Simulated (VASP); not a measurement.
# Pd (Fm-3m) in VASP: single point with PBE

Aim: the single point of Pd with PBE.

Program: VASP 6.6.1. These are calculated values, not measurements. Logs are shortened: lines on timing, memory, paths and dates and some standing lists are left out, and cuts for length are marked.

## (1) The cell of the first run

The structure is cubic, space group Fm-3m (No. 225). Conventional cell: a = 3.944 Å, b = 3.944 Å, c = 3.944 Å, α = 90.00°, β = 90.00°, γ = 90.00°. Pd (site symmetry m-3m) has 12 Pd at 2.79 Å within 3.7 Å.

## (2) Single point, PBE

Input file INCAR:

```
SYSTEM = Pd
PREC     = Accurate       ! precision mode
ENCUT    = 500            ! plane-wave cutoff, eV
EDIFF    = 1E-6           ! SCF threshold, eV
ISMEAR   = -1             ! smearing method
SIGMA    = 0.05           ! smearing width, eV
LREAL    = .FALSE.        ! projectors in reciprocal space
LASPH    = .TRUE.         ! aspherical terms in the spheres
NELM     = 120            ! most SCF steps
ALGO     = Normal         ! electronic algorithm
ISIF     = 2              ! what is computed and relaxed
LWAVE    = .FALSE.        ! write WAVECAR
LCHARG   = .FALSE.        ! write CHGCAR
GGA      = PE             ! functional
NBANDS   = 11             ! bands
GGA_COMPAT= .FALSE.
```

Input file KPOINTS:

```
regular mesh
0
G
  19 19 19
  0 0 0
```

Input file POSCAR:

```
Pd
1.0
    0.0000000000      1.9720287096      1.9720287096
    1.9720287096      0.0000000000      1.9720287096
    1.9720287096      1.9720287096      0.0000000000
Pd
1
Direct
    0.0000000000      0.0000000000      0.0000000000
```

Potentials or basis: VASP PAW PBE potentials, release 64 (Pd).

Launch:

```console
$ cat potpaw_PBE.64/Pd/POTCAR > POTCAR
$ mpirun -np 1 vasp_std > vasp.out
```

OUTCAR:

```text
SYSTEM = Pd
   PREC = Accurate
   ENCUT = 500
   EDIFF = 1E-6
   ISMEAR = -1
   LREAL = .FALSE.
   LASPH = .TRUE.
   NELM = 120
   ISIF = 2
   GGA = PE

 ion  position               nearest neighbor table
   1  0.000  0.000  0.000-

  LATTYP: Found a face centered cubic cell.
 ALAT       =     3.9440574192

  Lattice vectors:

 A1 = (   0.0000000000,   1.9720287096,   1.9720287096)
 A2 = (   1.9720287096,   0.0000000000,   1.9720287096)
 A3 = (   1.9720287096,   1.9720287096,   0.0000000000)

Analysis of symmetry for initial positions (statically):
=====================================================================
 Subroutine PRICEL returns:
 Original cell was already a primitive cell.

 Routine SETGRP: Setting up the symmetry group for a
 face centered cubic supercell.

 Subroutine GETGRP returns: Found 48 space group operations
 (whereof 48 operations were pure point group operations)
 out of a pool of 48 trial point group operations.

The static configuration has the point symmetry O_h .

Analysis of symmetry for dynamics (positions and initial velocities):
=====================================================================
 Subroutine PRICEL returns:
 Original cell was already a primitive cell.

 Routine SETGRP: Setting up the symmetry group for a
 face centered cubic supercell.

 Subroutine GETGRP returns: Found 48 space group operations
 (whereof 48 operations were pure point group operations)
 out of a pool of 48 trial point group operations.

The dynamic configuration has the point symmetry O_h .

 Subroutine INISYM returns: Found 48 space group operations
 (whereof 48 operations are pure point group operations),
 and found     1 'primitive' translations

----------------------------------------------------------------------------------------

                                     Primitive cell

  volume of cell :      15.3380

  direct lattice vectors                    reciprocal lattice vectors
     0.000000000  1.972028710  1.972028710    -0.253546004  0.253546004  0.253546004
     1.972028710  0.000000000  1.972028710     0.253546004 -0.253546004  0.253546004
     1.972028710  1.972028710  0.000000000     0.253546004  0.253546004 -0.253546004

  length of vectors
     2.788869747  2.788869747  2.788869747     0.439154562  0.439154562  0.439154562

  position of ions in fractional coordinates (direct lattice)
     0.000000000  0.000000000  0.000000000

  ion indices of the primitive-cell ions
   primitive index   ion index
                 1           1

----------------------------------------------------------------------------------------

 KPOINTS: regular mesh

Automatic generation of k-mesh.
 Grid dimensions read from file:
 generate k-points for:   19   19   19

 Generating k-lattice:

  Cartesian coordinates                     Fractional coordinates (reciprocal lattice)
    -0.013344527  0.013344527  0.013344527     0.052631579  0.000000000  0.000000000
     0.013344527 -0.013344527  0.013344527     0.000000000  0.052631579  0.000000000
     0.013344527  0.013344527 -0.013344527     0.000000000  0.000000000  0.052631579

  Length of vectors
     0.023113398  0.023113398  0.023113398

  Shift w.r.t. Gamma in fractional coordinates (k-lattice)
     0.000000000  0.000000000  0.000000000

 Subroutine IBZKPT returns following result:
 ===========================================

 Found    220 irreducible k-points:

 Following reciprocal coordinates:
            Coordinates               Weight
  0.000000  0.000000  0.000000      1.000000
  0.052632  0.000000  0.000000      8.000000
  0.105263  0.000000  0.000000      8.000000
  0.157895  0.000000  0.000000      8.000000
  0.210526  0.000000  0.000000      8.000000
  0.263158  0.000000  0.000000      8.000000
[... 16 lines left out ...]
 -0.315789  0.052632  0.000000     24.000000
 -0.263158  0.052632  0.000000     24.000000
 [... further k-points ...]
   k-points           NKPTS =    220   k-points in BZ     NKDIM =    220   number of bands    NBANDS=     11
   number of dos      NEDOS =    301   number of ions     NIONS =      1
   total plane-waves  NPLWV =   8000
   dimension x,y,z NGX =    20 NGY =   20 NGZ =   20
   dimension x,y,z NGXF=    40 NGYF=   40 NGZF=   40
   ions per type =               1
   NGX,Y,Z   is equivalent  to a cutoff of  11.92, 11.92, 11.92 a.u.
   NGXF,Y,Z  is equivalent  to a cutoff of  23.84, 23.84, 23.84 a.u.
 SYSTEM =  Pd
   PREC   = accura    normal or accurate (medium, high low for compatibility)
   ISTART =      0    job   : 0-new  1-cont  2-samecut
   ICHARG =      2    charge: 1-file 2-atom 10-const
   ISPIN  =      1    spin polarized calculation?
   LNONCOLLINEAR =      F non collinear calculations
   LSORBIT =      F    spin-orbit coupling
   LASPH  =      T    aspherical Exc in radial PAW
   ENCUT  =  500.0 eV  36.75 Ry    6.06 a.u.   5.08  5.08  5.08*2*pi/ulx,y,z
   NELM   =    120;   NELMIN=  2; NELMDL= -5     # of ELM steps
   EDIFF  = 0.1E-05   stopping-criterion for ELM
   LREAL  =      F    real-space projection
   EDIFFG = 0.1E-04   stopping-criterion for IOM
   NSW    =      0    number of steps for IOM
   IBRION =     -1    ionic relax: 0-MD 1-quasi-New 2-CG
   NFREE  =      0    steps in history (QN), initial steepest desc. (CG)
   ISIF   =      2    stress and relaxation
   ISYM   =      2    0-nonsym 1-usesym 2-fastsym
   POTIM  = 0.5000    time-step for ionic-motion
   TEBEG  =    0.0;   TEEND  =   0.0 temperature during run
   PSTRESS=    0.0 pullay stress
   NELECT =      10.0000    total number of electrons
   NUPDOWN=      -1.0000    fix difference up-down
   EMIN   =  10.00;   EMAX   =-10.00  energy-range for DOS
   EFERMI =   0.00;   METHOD = LEGACY
   ISMEAR =    -1;   SIGMA  =   0.05  broadening in eV -4-tet -1-fermi 0-gaus
   EFERMI_NEDOS =   21; number of points for ismear=-14 and -15
   IALGO  =     38    algorithm
   IMIX   =      4    mixing-type and parameters
     AMIX     =   0.40;   BMIX     =  1.00
     AMIX_MAG =   1.60;   BMIX_MAG =  1.00
  volume/ion in A,a.u.               =      15.34       103.51
  Fermi-wavevector in a.u.,A,eV,Ry     =   1.419553  2.682566 27.417516  2.015131
  Thomas-Fermi vector in A             =   2.540561
   LORBIT       =      0    0 simple, 1 ext, 2 COOP (PROOUT), +10 PAW based schemes
   GGA     = PE    functional components
   LHFCALC =     F    Hartree Fock is set to
   AEXX    =    0.0000 exact exchange contribution
   IVDW    =     0    specifies the selected vdW correction
   LEPSILON=     F    determine dielectric tensor
   LRPA    =     F    only Hartree local field effects (RPA)
 non-spin polarized calculation
  energy-cutoff  :      500.00
  volume of cell :       15.34
 maximum number of plane-waves:       399
   NGX = 11   NGY = 11   NGZ = 11

 number of electron      10.0000000 magnetization

 number of electron       9.9999995 magnetization

 Free energy of the ion-electron system (eV)
  ---------------------------------------------------
  ext. energy  EPLUGINS =         0.00000000
  ---------------------------------------------------
  free energy    TOTEN  =        -5.22557679 eV

  energy without entropy =       -5.20541313  energy(sigma->0) =       -5.21549496

 E-fermi :   9.1547     XC(G=0): -12.9408

 val. band max:        9.1526184047   @ k =  -0.4737   0.4211   0.1053
 cond. band min:       9.1550726583   @ k =   0.4737   0.4211   0.0526
 fundamental gap:      0.0024542537
 Fermi energy:         9.1547292819

 k-point     1 :       0.0000    0.0000    0.0000
  band No.  band energies     occupation
      1       2.2963      2.00000
      2       6.4782      2.00000
      3       6.4782      2.00000
      4       6.4782      2.00000
      5       7.9881      2.00000
      6       7.9881      2.00000
      7      26.3038      0.00000
      8      30.8576      0.00000
      9      30.8576      0.00000
     10      30.8576      0.00000
     11      35.4757      0.00000

 k-point     2 :       0.0526    0.0000    0.0000
  band No.  band energies     occupation
      1       2.3940      2.00000
      2       6.4445      2.00000
      3       6.5116      2.00000
      4       6.5116      2.00000
      5       7.9722      2.00000
      6       7.9722      2.00000
      7      26.4006      0.00000
      8      30.1653      0.00000
      9      30.9628      0.00000
     10      30.9628      0.00000
     11      35.5909      0.00000

 k-point     3 :       0.1053    0.0000    0.0000
  band No.  band energies     occupation
      1       2.6777      2.00000
      2       6.3584      2.00000
      3       6.6000      2.00000
      4       6.6000      2.00000
      5       7.9376      2.00000
      6       7.9376      2.00000
      7      26.6094      0.00000
      8      28.7412      0.00000
      9      31.2608      0.00000
     10      31.2608      0.00000
     11      36.0761      0.00000

 k-point     4 :       0.1579    0.0000    0.0000
  band No.  band energies     occupation
      1       3.1135      2.00000
      2       6.2692      2.00000
      3       6.7053      2.00000
      4       6.7053      2.00000
      5       7.9253      2.00000
      6       7.9253      2.00000
      7      26.3250      0.00000
      8      27.5954      0.00000
      9      31.6935      0.00000
     10      31.6935      0.00000
     11      35.1051      0.00000
[... 239 lines left out ...]
 k-point    22 :      -0.3684    0.0526    0.0000
  band No.  band energies     occupation
      1       4.2808      2.00000
      2       6.5016      2.00000
      3       6.5739      2.00000
      4       8.0765      2.00000
      5       8.6910      1.99981
      6       9.5155      0.00147
      7      18.4947      0.00000
      8      26.1084      0.00000
      9      29.5786      0.00000
     10      31.1087      0.00000
     11      35.3134      0.00000

 k-point    23 :      -0.3158    0.0526    0.0000
  band No.  band energies     occupation
      1       4.3019      2.00000
      2       6.5974      2.00000
      3       6.6668      2.00000
      4       7.3180      2.00000
      5       8.3820      2.00000
      6       8.9808      1.94015
      7      20.3258      0.00000
      8      26.5283      0.00000
      9      30.0759      0.00000
     10      32.2688      0.00000
     11      34.5692      0.00000

 k-point    24 :      -0.2632    0.0526    0.0000
  band No.  band energies     occupation
      1       4.1958      2.00000
      2       6.5517      2.00000
      3       6.7637      2.00000
      4       6.7680      2.00000
      5       8.0763      2.00000
      6       8.5901      1.99998
      7      22.2652      0.00000
      8      26.9819      0.00000
      9      30.6440      0.00000
     10      33.5465      0.00000
     11      33.7476      0.00000

 [... further k-points ...]

------------------------ aborting loop because EDIFF is reached ----------------------------------------

  FORCE on cell =-STRESS in cart. coord.  units (eV):
  Direction    XX          YY          ZZ          XY          YZ          ZX
  --------------------------------------------------------------------------------------
  -------------------------------------------------------------------------------------
  Total       -0.0220883     -0.0220883     -0.0220883      0.0000000      0.0000000     -0.0000000
  in kB       -2.3072962     -2.3072962     -2.3072962      0.0000000      0.0000000     -0.0000000
  external PRESSURE =      -2.3072962 kB  Pullay stress =       0.0000000 kB

 VOLUME and BASIS-vectors are now :
 -----------------------------------------------------------------------------
  energy-cutoff  :      500.00
  volume of cell :       15.34
      direct lattice vectors                 reciprocal lattice vectors
     0.000000000  1.972028710  1.972028710    -0.253546004  0.253546004  0.253546004
     1.972028710  0.000000000  1.972028710     0.253546004 -0.253546004  0.253546004
     1.972028710  1.972028710  0.000000000     0.253546004  0.253546004 -0.253546004

 POSITION                                       TOTAL-FORCE (eV/Angst)
 -----------------------------------------------------------------------------------
      0.00000      0.00000      0.00000        -0.000000     -0.000000      0.000000
 -----------------------------------------------------------------------------------
    total drift:                                0.000000      0.000000      0.000000

  FREE ENERGIE OF THE ION-ELECTRON SYSTEM (eV)
  ---------------------------------------------------
  free  energy   TOTEN  =        -5.2255767894 eV

  energy  without entropy=       -5.2054131271  energy(sigma->0) =       -5.21549496
```

It took 11 s on 1 thread of Intel Xeon 6975P-C (Granite Rapids), shared host; peak memory 0.15 GiB.

Results:

- Free energy: -5.2256 eV
- Pressure: -0.2 GPa
- Band gap on the k mesh: zero (bands 5 and 6 overlap by 1.47 eV)
